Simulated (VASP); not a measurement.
A run of VASP 6.6.1 is set up as follows.

INCAR

```
PREC = Accurate ; ENCUT = 520
EDIFF = 1E-6 ; ISMEAR = 0
SIGMA = 0.1 ; LREAL = F
LASPH = T ; NELM = 60
ALGO = Fast ; ISIF = 2
LWAVE = F ; LCHARG = T
GGA = PE ; LELF = T
LVHAR = T ; NBANDS = 41
```

File KPOINTS:

```
regular mesh
0
Gamma
  8 14 6
```

POSCAR

```
SiGe2
1.0
    4.8816074341      0.0000000000      0.0000000000
    0.0000000000      2.6109741353      0.0000000000
    0.0000000000      0.0000000000      8.4137566458
Si Ge
2 4
Direct
    0.7500000000      0.5000000000      0.7500663957
    0.2500000000      0.5000000000      0.2499336043
    0.7500000000      0.5000000000      0.4167997280
    0.2500000000      0.5000000000      0.9166723322
    0.2500000000      0.5000000000      0.5832002720
    0.7500000000      0.5000000000      0.0833276678
```

Potentials or basis: VASP PAW PBE potentials, release 64 (Si, Ge_d).

The run is started by

```sh
$ cat potpaw_PBE.64/Si/POTCAR potpaw_PBE.64/Ge_d/POTCAR > POTCAR
$ mpirun -np 1 vasp_std > vasp.out
```

(1) Estimate the band gap on the k mesh.

(2) Estimate the pressure.

Results:

(1) zero (bands 32 and 33 overlap by 3.64 eV).

(2) 0.1 GPa.
